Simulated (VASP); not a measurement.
# Cu (Fm-3m) in VASP: a series of runs

The runs below take Cu through single point, with PBE.

Program: VASP 6.6.1. These are calculated values, not measurements. Logs are shortened: lines on timing, memory, paths and dates and some standing lists are left out, and cuts for length are marked.

## (1) The cell of the first run

It takes space group Fm-3m (No. 225, cubic). The conventional cell has a = 3.496 Å, b = 3.496 Å, c = 3.496 Å, α = 90.00°, β = 90.00°, γ = 90.00°. Cu (site symmetry m-3m) has 12 Cu at 2.47 Å within 3.3 Å.

## (2) Single point, PBE

Contents of INCAR:

```
SYSTEM = Cu
PREC = Accurate
ENCUT = 520
EDIFF = 1E-6
ISMEAR = 0
SIGMA = 0.1
LREAL = .FALSE.
LASPH = .TRUE.
NELM = 100
ALGO = Normal
ISIF = 2
LWAVE = .FALSE.
LCHARG = .TRUE.
GGA = PE
LELF = .TRUE.
LVHAR = .TRUE.
NBANDS = 12
```

Contents of KPOINTS:

```
Automatic mesh
0
G
  10 10 10
  0 0 0
```

Contents of POSCAR:

```
Cu
1.0
    0.0000000000      1.7477826187      1.7477826187
    1.7477826187      0.0000000000      1.7477826187
    1.7477826187      1.7477826187      0.0000000000
Cu
1
Direct
    0.0000000000      0.0000000000      0.0000000000
```

Potentials or basis: VASP PAW PBE potentials, release 64 (Cu).

The run is started by

```bash
cat potpaw_PBE.64/Cu/POTCAR > POTCAR
mpirun -np 1 vasp_std > vasp.out
```

OUTCAR:

```text
SYSTEM = Cu
   PREC = Accurate
   ENCUT = 520
   EDIFF = 1E-6
   ISMEAR = 0
   LREAL = .FALSE.
   LASPH = .TRUE.
   NELM = 100
   ISIF = 2
   GGA = PE

 ion  position               nearest neighbor table
   1  0.000  0.000  0.000-

  LATTYP: Found a face centered cubic cell.
 ALAT       =     3.4955652374

  Lattice vectors:

 A1 = (   0.0000000000,   1.7477826187,   1.7477826187)
 A2 = (   1.7477826187,   0.0000000000,   1.7477826187)
 A3 = (   1.7477826187,   1.7477826187,   0.0000000000)

Analysis of symmetry for initial positions (statically):
=====================================================================
 Subroutine PRICEL returns:
 Original cell was already a primitive cell.

 Routine SETGRP: Setting up the symmetry group for a
 face centered cubic supercell.

 Subroutine GETGRP returns: Found 48 space group operations
 (whereof 48 operations were pure point group operations)
 out of a pool of 48 trial point group operations.

The static configuration has the point symmetry O_h .

Analysis of symmetry for dynamics (positions and initial velocities):
=====================================================================
 Subroutine PRICEL returns:
 Original cell was already a primitive cell.

 Routine SETGRP: Setting up the symmetry group for a
 face centered cubic supercell.

 Subroutine GETGRP returns: Found 48 space group operations
 (whereof 48 operations were pure point group operations)
 out of a pool of 48 trial point group operations.

The dynamic configuration has the point symmetry O_h .

 Subroutine INISYM returns: Found 48 space group operations
 (whereof 48 operations are pure point group operations),
 and found     1 'primitive' translations

----------------------------------------------------------------------------------------

                                     Primitive cell

  volume of cell :      10.6781

  direct lattice vectors                    reciprocal lattice vectors
     0.000000000  1.747782619  1.747782619    -0.286076766  0.286076766  0.286076766
     1.747782619  0.000000000  1.747782619     0.286076766 -0.286076766  0.286076766
     1.747782619  1.747782619  0.000000000     0.286076766  0.286076766 -0.286076766

  length of vectors
     2.471737883  2.471737883  2.471737883     0.495499494  0.495499494  0.495499494

  position of ions in fractional coordinates (direct lattice)
     0.000000000  0.000000000  0.000000000

  ion indices of the primitive-cell ions
   primitive index   ion index
[... 75 lines left out ...]
   EDIFFG = 0.1E-04   stopping-criterion for IOM
   NSW    =      0    number of steps for IOM
   IBRION =     -1    ionic relax: 0-MD 1-quasi-New 2-CG
   NFREE  =      0    steps in history (QN), initial steepest desc. (CG)
   ISIF   =      2    stress and relaxation
   ISYM   =      2    0-nonsym 1-usesym 2-fastsym
   POTIM  = 0.5000    time-step for ionic-motion
   TEBEG  =    0.0;   TEEND  =   0.0 temperature during run
   PSTRESS=    0.0 pullay stress
   NELECT =      11.0000    total number of electrons
   NUPDOWN=      -1.0000    fix difference up-down
   EMIN   =  10.00;   EMAX   =-10.00  energy-range for DOS
   EFERMI =   0.00;   METHOD = LEGACY
   ISMEAR =     0;   SIGMA  =   0.10  broadening in eV -4-tet -1-fermi 0-gaus
   EFERMI_NEDOS =   21; number of points for ismear=-14 and -15
   IALGO  =     38    algorithm
   IMIX   =      4    mixing-type and parameters
     AMIX     =   0.40;   BMIX     =  1.00
     AMIX_MAG =   1.60;   BMIX_MAG =  1.00
  volume/ion in A,a.u.               =      10.68        72.06
  Fermi-wavevector in a.u.,A,eV,Ry     =   1.653389  3.124452 37.194170  2.733694
  Thomas-Fermi vector in A             =   2.741835
   LORBIT       =      0    0 simple, 1 ext, 2 COOP (PROOUT), +10 PAW based schemes
   GGA     = PE    functional components
   LHFCALC =     F    Hartree Fock is set to
   AEXX    =    0.0000 exact exchange contribution
   IVDW    =     0    specifies the selected vdW correction
   LEPSILON=     F    determine dielectric tensor
   LRPA    =     F    only Hartree local field effects (RPA)
 non-spin polarized calculation
 Gauss-broadening in eV      SIGMA  =   0.10
  energy-cutoff  :      520.00
  volume of cell :       10.68
 maximum number of plane-waves:       302
   NGX =  9   NGY =  9   NGZ =  9

 number of electron      10.9999991 magnetization

 Free energy of the ion-electron system (eV)
  ---------------------------------------------------
  ext. energy  EPLUGINS =         0.00000000
  ---------------------------------------------------
  free energy    TOTEN  =        -3.63390451 eV

  energy without entropy =       -3.63035051  energy(sigma->0) =       -3.63212751

 E-fermi :   8.7817     XC(G=0): -13.3237

 val. band max:        8.7222819433   @ k =  -0.2000   0.3000   0.1000
 cond. band min:       9.0591871103   @ k =   0.5000   0.3000   0.1000
 fundamental gap:      0.3369051670
 Fermi energy:         8.7817210538

 k-point     1 :       0.0000    0.0000    0.0000
  band No.  band energies     occupation
      1      -1.2438      2.00000
      2       5.5365      2.00000
      3       5.5365      2.00000
      4       5.5365      2.00000
      5       6.4976      2.00000
      6       6.4976      2.00000
      7      32.2974      0.00000
      8      35.7429      0.00000
      9      35.7429      0.00000
     10      35.7429      0.00000
     11      38.3624      0.00000
     12      38.3624      0.00000
[... 331 lines left out ...]
 k-point    24 :       0.4000    0.3000    0.0000
  band No.  band energies     occupation
      1       3.3130      2.00000
      2       4.2877      2.00000
      3       6.1401      2.00000
      4       6.6539      2.00000
      5       7.1221      2.00000
      6       7.7771      2.00000
      7      21.8186      0.00000
      8      22.7977      0.00000
      9      24.8223      0.00000
     10      29.1198      0.00000
     11      33.3817      0.00000
     12      48.6347      0.00000

 [... further k-points ...]
[... 5 lines left out ...]
  --------------------------------------------------------------------------------------
  -------------------------------------------------------------------------------------
  Total        1.4422738      1.4422738      1.4422738      0.0000000     -0.0000000     -0.0000000
  in kB      216.4043768    216.4043768    216.4043768      0.0000000     -0.0000000     -0.0000000
  external PRESSURE =     216.4043768 kB  Pullay stress =       0.0000000 kB

 VOLUME and BASIS-vectors are now :
 -----------------------------------------------------------------------------
  energy-cutoff  :      520.00
  volume of cell :       10.68
      direct lattice vectors                 reciprocal lattice vectors
     0.000000000  1.747782619  1.747782619    -0.286076766  0.286076766  0.286076766
     1.747782619  0.000000000  1.747782619     0.286076766 -0.286076766  0.286076766
     1.747782619  1.747782619  0.000000000     0.286076766  0.286076766 -0.286076766

 POSITION                                       TOTAL-FORCE (eV/Angst)
 -----------------------------------------------------------------------------------
      0.00000      0.00000      0.00000         0.000000      0.000000      0.000000
 -----------------------------------------------------------------------------------
    total drift:                                0.000000     -0.000000     -0.000000

  FREE ENERGIE OF THE ION-ELECTRON SYSTEM (eV)
  ---------------------------------------------------
  free  energy   TOTEN  =        -3.6339045076 eV

  energy  without entropy=       -3.6303505144  energy(sigma->0) =       -3.63212751
```

stdout:

```text
POSCAR found type information on POSCAR Cu
 POSCAR found :  1 types and       1 ions
 scaLAPACK will be used
 LDA part: xc-table for (Slater+PW92), standard interpolation
 POSCAR, INCAR and KPOINTS ok, starting setup
 FFT: planning ... GRIDC
 FFT: planning ... GRID_SOFT
 FFT: planning ... GRID
 WAVECAR not read
 entering main loop
```

It took 11 s on 1 thread of Intel Xeon 8259CL, shared host; peak memory 0.12 GiB.

Results:

* Free energy: -3.6339 eV
* Pressure: 21.6 GPa

## (3) Single point, PBE

Contents of INCAR:

```
ALGO = Normal ; EDIFF = 1E-6
ENCUT = 520 ; GGA = PE
ISIF = 2 ; ISMEAR = 0
LASPH = T ; LCHARG = F
LREAL = F ; LWAVE = F
NBANDS = 12 ; NELM = 60
PREC = Accurate ; SIGMA = 0.1
```

Contents of KPOINTS:

```
k-points
0
Gamma
  10 10 10
```

POSCAR is that of step 2.

Potentials or basis: VASP PAW PBE potentials, release 64 (Cu).

The run is started by

```bash
cat potpaw_PBE.64/Cu/POTCAR > POTCAR
mpirun -np 1 vasp_std > vasp.out
```

Wall time 12 s (1 thread of Intel Xeon 8259CL, shared host); peak memory 0.12 GiB.

The run converged. Its results:

```yaml
Free_energy: -3.6339 eV
Pressure: 21.6 GPa
```

Levels at points of the mesh, in eV from the Fermi level:
```tsv
k point	band 3	band 4	band 5	band 6	band 7	band 8	band 9	band 10
(0.00, 0.00, 0.00)	-3.25	-3.25	-2.28	-2.28	23.52	26.96	26.96	26.96
(0.50, 0.00, 0.00)	-3.29	-1.62	-1.62	-1.19	4.41	21.96	23.81	23.81
(0.50, 0.50, 0.00)	-1.64	-1.46	-1.46	1.55	7.96	14.01	14.01	18.77
```
